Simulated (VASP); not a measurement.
Write the native input for VASP 6.6.1 that does the following.

```yaml
Task: single point
Functional: PBE
Potentials_or_basis: VASP PAW PBE potentials, release 64 (Na_pv, Hf_pv, O)
Cutoff: 520 eV
k_mesh: 6 × 6 × 10
Occupations: gaussian, width 0.1 eV
Spin: no spin polarisation
Dipole_correction: no
Further_INCAR_settings: ALGO = Normal; EDIFF = 1e-06; NBANDS = 26
```

The structure of Na3HfO lies in POSCAR:

```
Na3HfO
1.0
    6.6632381893      0.0000000000      0.0000000000
   -3.3316190946      5.7705335434      0.0000000000
    0.0000000000      0.0000000000      3.9281388965
Na Hf O
3 1 1
Direct
    0.5000000000      0.0000000000      0.5000000000
    0.0000000000      0.5000000000      0.5000000000
    0.5000000000      0.5000000000      0.5000000000
    0.0000000000      0.0000000000      0.0000000000
    0.0000000000      0.0000000000      0.5000000000
```

The cell was built from a structure type or drawn by symmetry, and may not be a known phase.

One way to write it, as run:

INCAR

```
SYSTEM = Na3HfO
PREC = Accurate
ENCUT = 520
EDIFF = 1E-6
ISMEAR = 0
SIGMA = 0.1
LREAL = .FALSE.
LASPH = .TRUE.
NELM = 100
ALGO = Normal
ISIF = 2
LWAVE = .FALSE.
LCHARG = .FALSE.
GGA = PE
NBANDS = 26
```

KPOINTS

```
regular mesh
0
G
  6 6 10
  0 0 0
```

Potentials or basis: VASP PAW PBE potentials, release 64 (Na_pv, Hf_pv, O).

The run is started by

```bash
$ cat potpaw_PBE.64/Na_pv/POTCAR potpaw_PBE.64/Hf_pv/POTCAR potpaw_PBE.64/O/POTCAR > POTCAR
$ mpirun -np 1 vasp_std > vasp.out
```

Results of the run:

```yaml
Pressure: -0.2 GPa
Band_gap_on_the_k_mesh: zero (an odd number of electrons rules out a gap without spin polarisation)
```

Caveat: spin-orbit coupling is left out, which moves the levels of the heavy elements; an odd number of electrons without spin polarisation forces a metal; a magnetic or distorted state may lie lower.

It took 100 s on 1 thread of Intel(R) Xeon(R) 6975P-C (Granite Rapids), on a shared host, peak memory 0.34 GiB.
